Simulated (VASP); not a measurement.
# Mg8H in VASP: a series of runs

Runs on Mg8H. Level: PBE. Tasks: relaxation of the atoms.

Everything below comes from runs of VASP 6.6.1. Logs are shortened: lines on timing, memory, paths and dates and some standing lists are left out, and cuts for length are marked.

### Step 1. The cell of the first run

The cell holds a slab with vacuum, 9 atoms: a = 6.420 Å, b = 5.138 Å, c = 19.164 Å, α = 90.00°, β = 90.00°, γ = 90.00°.

### Step 2. Relaxation of the atoms, PBE

INCAR

```
  PREC = Accurate
  ENCUT = 520
  EDIFF = 1E-7
  ISMEAR = 0
  SIGMA = 0.1
  LREAL = False
  LASPH = True
  NELM = 120
  ALGO = Normal
  ISIF = 2
  LWAVE = False
  LCHARG = False
  LDIPOL = True
  IDIPOL = 3
  DIPOL = 0.5 0.5 0.311
  GGA = PE
  IBRION = 2
  NSW = 36
  EDIFFG = -0.025
  GGA_COMPAT = False
  NELMIN = 4
  NELMDL = -8
```

KPOINTS

```
regular mesh
0
Gamma
  4 5 1
```

POSCAR

```
Mg8H
1.0
    6.4201385733      0.0000000000      0.0000000000
    0.0000000000      5.1379129567      0.0000000000
    0.0000000000      0.0000000000     19.1644777330
Mg H
8 1
Selective dynamics
Direct
    0.0000000000      0.7500000000      0.2087194890  F F F
    0.5000000000      0.7500000000      0.2087194890  F F F
    0.2500000000      0.2500000000      0.2570728643  F F F
    0.7500000000      0.2500000000      0.2570728643  F F F
    0.2500000000      0.7500000000      0.3587181927  F F F
    0.7500000000      0.7500000000      0.3587181927  F F F
    0.0000000000      0.2500000000      0.3999314690  F F F
    0.5000000000      0.2500000000      0.3999314690  F F F
    0.0000000000      0.6250000000      0.3512012699  F F T
```

Potentials or basis: VASP PAW PBE potentials, release 64 (Mg, H).

Started as:

```console
cat potpaw_PBE.64/Mg/POTCAR potpaw_PBE.64/H/POTCAR > POTCAR
mpirun -np 1 vasp_std > vasp.out
```

OUTCAR:

```text
PREC = Accurate
   ENCUT = 520
   EDIFF = 1E-7
   ISMEAR = 0
   LREAL = False
   LASPH = True
   NELM = 120
   ISIF = 2
   GGA = PE
   IBRION = 2
   NSW = 36
   EDIFFG = -0.025
   NELMIN = 4
   NELMDL = -8

 ion  position               nearest neighbor table
   1  0.000  0.750  0.209-   3 3.17   4 3.17   3 3.17   4 3.17   2 3.21   2 3.21   6 3.29   5 3.29

   2  0.500  0.750  0.209-   3 3.17   4 3.17   3 3.17   4 3.17   1 3.21   1 3.21   6 3.29   5 3.29

   3  0.250  0.250  0.257-   1 3.17   2 3.17   1 3.17   2 3.17   7 3.17   8 3.17   4 3.21   4 3.21
                             5 3.22   5 3.22
   4  0.750  0.250  0.257-   1 3.17   2 3.17   1 3.17   2 3.17   7 3.17   8 3.17   3 3.21   3 3.21
                             6 3.22   6 3.22
   5  0.250  0.750  0.359-   9 1.73   8 3.13   7 3.13   7 3.13   8 3.13   6 3.21   6 3.21   3 3.22
                             3 3.22   2 3.29   1 3.29
   6  0.750  0.750  0.359-   9 1.73   8 3.13   7 3.13   7 3.13   8 3.13   5 3.21   5 3.21   4 3.22
                             4 3.22   2 3.29   1 3.29
   7  0.000  0.250  0.400-   9 2.14   6 3.13   5 3.13   5 3.13   6 3.13   4 3.17   3 3.17   8 3.21
                             8 3.21
   8  0.500  0.250  0.400-   5 3.13   6 3.13   5 3.13   6 3.13   3 3.17   4 3.17   7 3.21   7 3.21

   9  0.000  0.625  0.351-   5 1.73   6 1.73   7 2.14

  LATTYP: Found a simple orthorhombic cell.
 ALAT       =     5.1379129567
 B/A-ratio  =     1.2495615686
 C/A-ratio  =     3.7300121459

  Lattice vectors:

 A1 = (   0.0000000000,  -5.1379129567,   0.0000000000)
 A2 = (   6.4201385733,   0.0000000000,   0.0000000000)
 A3 = (   0.0000000000,   0.0000000000,  19.1644777330)

Analysis of symmetry for initial positions (statically):
=====================================================================
 Subroutine PRICEL returns:
 Original cell was already a primitive cell.

 Routine SETGRP: Setting up the symmetry group for a
 simple orthorhombic supercell.

 Subroutine GETGRP returns: Found  2 space group operations
 (whereof  2 operations were pure point group operations)
 out of a pool of  8 trial point group operations.

The static configuration has the point symmetry C_1h.

Analysis of symmetry for dynamics (positions and initial velocities):
=====================================================================
 Subroutine PRICEL returns:
 Original cell was already a primitive cell.

 Routine SETGRP: Setting up the symmetry group for a
 simple orthorhombic supercell.

 Subroutine GETGRP returns: Found  2 space group operations
 (whereof  2 operations were pure point group operations)
 out of a pool of  8 trial point group operations.

[... 288 lines left out ...]

[... ionic steps 4 to 9 ...]

--------------------------------------- Ionic step       10  -------------------------------------------

 number of electron      17.0000000 magnetization

------------------------ aborting loop because EDIFF is reached ----------------------------------------

 vacuum level on the upper side and lower side of the slab       (xc-potential included)         0.094        -0.269

  FORCE on cell =-STRESS in cart. coord.  units (eV):
  Direction    XX          YY          ZZ          XY          YZ          ZX
  --------------------------------------------------------------------------------------
  -------------------------------------------------------------------------------------
  Total       -2.4670343     -3.1727362     -2.6659100      0.0000000      0.0431701      0.0000000
  in kB       -6.2525566     -8.0411176     -6.7565957      0.0000000      0.1094121      0.0000000
  external PRESSURE =      -7.0167566 kB  Pullay stress =       0.0000000 kB
[... 24 lines left out ...]
  FREE ENERGIE OF THE ION-ELECTRON SYSTEM (eV)
  ---------------------------------------------------
  free  energy   TOTEN  =       -12.4046434402 eV

  energy  without entropy=      -12.3760169485  energy(sigma->0) =      -12.39033019

 dipolmoment           0.000000      0.000000      0.000262 electrons x Angstroem

--------------------------------------- Ionic step       11  -------------------------------------------

 number of electron      17.0000000 magnetization

------------------------ aborting loop because EDIFF is reached ----------------------------------------
[... 38 lines left out ...]
--------------------------------------- Ionic step       12  -------------------------------------------

 number of electron      17.0000000 magnetization

 dipolmoment           0.000000      0.000000     -0.016413 electrons x Angstroem

 Free energy of the ion-electron system (eV)
  ---------------------------------------------------
  ext. energy  EPLUGINS =         0.00000000
  ---------------------------------------------------
  free energy    TOTEN  =       -12.86326179 eV

  energy without entropy =      -12.83675459  energy(sigma->0) =      -12.85000819

 E-fermi :  -1.8093     XC(G=0):  -3.4266

 val. band max:       -1.8180946200   @ k =   0.2500   0.4000   0.0000
 cond. band min:      -1.7689031498   @ k =   0.5000   0.2000   0.0000
 fundamental gap:      0.0491914702
 Fermi energy:        -1.8092725392

 k-point     1 :       0.0000    0.0000    0.0000
  band No.  band energies     occupation
      1      -8.3231      2.00000
      2      -6.6120      2.00000
      3      -4.8882      2.00000
      4      -4.3098      2.00000
      5      -3.5610      2.00000
      6      -2.7646      2.00000
      7      -2.4687      2.00000
      8      -2.3656      2.00000
      9      -1.9212      1.88647
     10      -0.9895      0.00000
     11      -0.3478      0.00000
     12      -0.2112      0.00000
     13       0.5102      0.00000
[... 116 lines left out ...]
      2      -6.0142      2.00000
      3      -5.5184      2.00000
      4      -4.9309      2.00000
      5      -4.6330      2.00000
      6      -3.8614      2.00000
      7      -3.1959      2.00000
      8      -2.8169      2.00000
      9      -1.5744      0.00089
     10      -1.0801      0.00000
     11      -0.4046      0.00000
     12      -0.1203      0.00000
     13       0.6739      0.00000

------------------------ aborting loop because EDIFF is reached ----------------------------------------

 vacuum level on the upper side and lower side of the slab       (xc-potential included)        -0.090        -0.024

  FORCE on cell =-STRESS in cart. coord.  units (eV):
  Direction    XX          YY          ZZ          XY          YZ          ZX
  --------------------------------------------------------------------------------------
  -------------------------------------------------------------------------------------
  Total       -3.0144486     -1.5556984     -0.7083777      0.0000000      0.3173490      0.0000000
  in kB       -7.6399467     -3.9428281     -1.7953427      0.0000000      0.8043027      0.0000000
  external PRESSURE =      -4.4593725 kB  Pullay stress =       0.0000000 kB
[... 24 lines left out ...]
  FREE ENERGIE OF THE ION-ELECTRON SYSTEM (eV)
  ---------------------------------------------------
  free  energy   TOTEN  =       -12.8632617881 eV

  energy  without entropy=      -12.8367545946  energy(sigma->0) =      -12.85000819

 reached required accuracy - stopping structural energy minimisation

 vacuum level on the upper side and lower side of the slab         1.801         1.882
```

CONTCAR:

```text
Mg8H
   1.00000000000000
     6.4201385733000000    0.0000000000000000    0.0000000000000000
     0.0000000000000000    5.1379129567000001    0.0000000000000000
     0.0000000000000000    0.0000000000000000   19.1644777329999982
  Mg              H
     8     1
Selective dynamics
Direct
     0.0000000000000000    0.7500000000000000    0.2087194890000035   F   F   F
     0.5000000000000000    0.7500000000000000    0.2087194890000035   F   F   F
     0.2500000000000000    0.2500000000000000    0.2570728642999995   F   F   F
     0.7500000000000000    0.2500000000000000    0.2570728642999995   F   F   F
     0.2500000000000000    0.7500000000000000    0.3587181927000032   F   F   F
     0.7500000000000000    0.7500000000000000    0.3587181927000032   F   F   F
     0.0000000000000000    0.2500000000000000    0.3999314690000020   F   F   F
     0.5000000000000000    0.2500000000000000    0.3999314690000020   F   F   F
     0.0000000000000000    0.6250000000000000    0.4121577319969169   F   F   T

  0.00000000E+00  0.00000000E+00  0.00000000E+00
  0.00000000E+00  0.00000000E+00  0.00000000E+00
  0.00000000E+00  0.00000000E+00  0.00000000E+00
  0.00000000E+00  0.00000000E+00  0.00000000E+00
  0.00000000E+00  0.00000000E+00  0.00000000E+00
  0.00000000E+00  0.00000000E+00  0.00000000E+00
  0.00000000E+00  0.00000000E+00  0.00000000E+00
  0.00000000E+00  0.00000000E+00  0.00000000E+00
  0.00000000E+00  0.00000000E+00  0.00000000E+00
```

Run time: 23 min. Hardware: 1 thread of AMD EPYC 7R43 (Zen 3), shared host; peak memory 0.62 GiB.

Results:

* Free energy: -12.8633 eV
* Energy gained by relaxing: 47.6 meV/atom
* Ionic steps: 12
* Band gap on the k mesh: zero (an odd number of electrons rules out a gap without spin polarisation)

Step by step:
| step | energy change (eV) | largest force on free atoms (eV/Å) | pressure (GPa) |
| --- | --- | --- | --- |
| 1 | 0.0000 | 0.0550 | -0.16 |
| 2 | -0.0002 | 0.0582 | -0.16 |
| 3 | -0.0007 | 0.0675 | -0.16 |
| 4 | -0.0019 | 0.0869 | -0.15 |
| 5 | -0.0053 | 0.1264 | -0.15 |
| 6 | -0.0159 | 0.2070 | -0.14 |
| 7 | -0.0525 | 0.3669 | -0.14 |
| 8 | -0.1766 | 0.5673 | -0.18 |
| 9 | -0.4111 | 0.2181 | -0.38 |
| 10 | 0.0303 | 0.9657 | -0.70 |
| 11 | -0.4276 | 0.0458 | -0.46 |
| 12 | -0.4284 | 0.0013 | -0.45 |

Final structure:
```
Mg H
1.0
     6.42014    0.00000    0.00000
     0.00000    5.13791    0.00000
     0.00000    0.00000   19.16448
Mg H
8 1
Cartesian
  0.0000 3.8534 4.0000
  3.2101 3.8534 4.0000
  1.6050 1.2845 4.9267
  4.8151 1.2845 4.9267
  1.6050 3.8534 6.8746
  4.8151 3.8534 6.8746
  0.0000 1.2845 7.6645
  3.2101 1.2845 7.6645
  0.0000 3.2112 7.8988
```

Levels at points of the mesh, in eV from the Fermi level:
| k point | band 5 | band 6 | band 7 | band 8 | band 9 | band 10 | band 11 | band 12 | band 13 |
| --- | --- | --- | --- | --- | --- | --- | --- | --- | --- |
| (0.00, 0.00, 0.00) | -1.75 | -0.96 | -0.66 | -0.56 | -0.11 | 0.82 | 1.46 | 1.60 | 2.32 |
| (0.50, 0.00, 0.00) | -1.44 | -0.17 | -0.10 | 0.08 | 0.29 | 0.77 | 1.23 | 1.67 | 1.82 |

### Step 3. Relaxation of the atoms, PBE

INCAR

```
  PREC = Accurate
  ENCUT = 520
  EDIFF = 1E-7
  ISMEAR = 0
  SIGMA = 0.1
  LREAL = False
  LASPH = True
  NELM = 80
  ALGO = Normal
  ISIF = 2
  LWAVE = False
  LCHARG = False
  LDIPOL = True
  IDIPOL = 3
  DIPOL = 0.5 0.5 0.324
  GGA = PE
  IBRION = 2
  NSW = 36
  EDIFFG = -0.025
```

KPOINTS

```
Automatic mesh
0
Gamma
  4 5 1
```

POSCAR, as its differences from that of step 2:

```diff
@@ -17,2 +17,2 @@
     0.5000000000      0.2500000000      0.3999314690  F F F
-    0.0000000000      0.6250000000      0.3512012699  F F T
+    0.1875000000      0.2500000000      0.4658932890  F F T
```

Potentials or basis: VASP PAW PBE potentials, release 64 (Mg, H).

Started as:

```console
cat potpaw_PBE.64/Mg/POTCAR potpaw_PBE.64/H/POTCAR > POTCAR
mpirun -np 1 vasp_std > vasp.out
```

Wall time 9.7 min (1 thread of Intel Xeon 8259CL, shared host); peak memory 0.65 GiB.

Results (log left out):

- Free energy: -12.4443 eV
- Energy gained by relaxing: 0.1 meV/atom
- Ionic steps: 3
- Band gap on the k mesh: zero (an odd number of electrons rules out a gap without spin polarisation)

The path:
| step | energy change (eV) | largest force on free atoms (eV/Å) | pressure (GPa) |
| --- | --- | --- | --- |
| 1 | 0.0000 | 0.1039 | -0.39 |
| 2 | -0.0005 | 0.0831 | -0.39 |
| 3 | -0.0012 | 0.0211 | -0.41 |

Final structure:
```cif
data_structure
_symmetry_space_group_name_H-M 'P 1'
_symmetry_Int_Tables_number 1
_cell_length_a 6.4201
_cell_length_b 5.1379
_cell_length_c 19.1645
_cell_angle_alpha 90.000
_cell_angle_beta 90.000
_cell_angle_gamma 90.000
_cell_volume 632.16
loop_
_atom_site_label
_atom_site_type_symbol
_atom_site_fract_x
_atom_site_fract_y
_atom_site_fract_z
_atom_site_occupancy
Mg1 Mg 0.00000 0.75000 0.20872 1
Mg2 Mg 0.50000 0.75000 0.20872 1
Mg3 Mg 0.25000 0.25000 0.25707 1
Mg4 Mg 0.75000 0.25000 0.25707 1
Mg5 Mg 0.25000 0.75000 0.35872 1
Mg6 Mg 0.75000 0.75000 0.35872 1
Mg7 Mg 0.00000 0.25000 0.39993 1
Mg8 Mg 0.50000 0.25000 0.39993 1
H1 H 0.18750 0.25000 0.46694 1
```

Levels at points of the mesh, in eV from the Fermi level:
| k point | band 7 | band 8 | band 9 | band 10 | band 11 | band 12 |
| --- | --- | --- | --- | --- | --- | --- |
| (0.00, 0.00, 0.00) | -0.75 | -0.26 | -0.13 | 0.47 | 1.17 | 1.78 |
| (0.50, 0.00, 0.00) | 0.05 | 0.07 | 0.59 | 0.73 | 1.20 | 1.67 |

The gap in the log of VASP goes by the Fermi energy; the results here count the filled bands.